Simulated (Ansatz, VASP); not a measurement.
# P: VASP beside Ansatz

File INCAR:

```
ALGO = Normal
EDIFF = 1E-6
ENCUT = 520
GGA = PE
ISIF = 2
ISMEAR = -1
LASPH = T
LCHARG = F
LREAL = F
LWAVE = F
NBANDS = 12
NELM = 60
PREC = Accurate
SIGMA = 0.05
```

The input KPOINTS:

```
k-points
0
Gamma
  11 11 11
```

File POSCAR:

```
P
1.0
   -1.6915100431      2.5151650373      1.8589441358
    1.6915100431     -2.5151650373      1.8589441358
    1.6915100431      2.5151650373     -1.8589441358
P
2
Direct
    0.6966908900      0.9466908900      0.7500000000
    0.3033091100      0.0533091100      0.2500000000
```

Contents of input.yaml:

```yaml
crystal:
  lattice:
    - [-1.6915100431, 2.5151650373, 1.8589441358]
    - [1.6915100431, -2.5151650373, 1.8589441358]
    - [1.6915100431, 2.5151650373, -1.8589441358]
  atoms:
    - { symbol: P, position: [0.69669089, 0.94669089, 0.75] }
    - { symbol: P, position: [0.30330911, 0.05330911, 0.25] }
hamiltonian:
  xc: pbe
  pseudopotentials: { kind: paw }
kpoints:
  mp_grid: { grid: [11, 11, 11] }
scf:
  occupations: { method: fermi_dirac, width: 0.05 }
output:
  forces: true
  stress: true
  eigenvalues: true
```

Alike in both runs: task single point; functional PBE; k mesh 11 × 11 × 11; occupations fermi-dirac, width 0.05 eV; no spin polarisation.

```csv
,VASP,Ansatz
version,VASP 6.6.1,Ansatz 0.2.0
potentials or method,"VASP PAW PBE potentials, release 64 (P)",Ansatz PAW
plane-wave cutoff (eV),520,420
valence electrons in the cell,10,10
```

|  | VASP | Ansatz | Ansatz less VASP |
| --- | --- | --- | --- |
| gap on the k mesh at the Fermi level (eV) | none | none | - |
| pressure (GPa) | 2.4 | 2.7 | +0.30 |
| traceless stress, the component that is largest in VASP (GPa) | -0.87 | -1.04 | -0.171 |
| rms of the force components (eV/Å) | 0.188 | 0.219 | +0.0312 |

Atom by atom the forces differ by 0.031 eV/Å (rms over components). A gap of «none» marks a metal or a gap that the smearing closes.
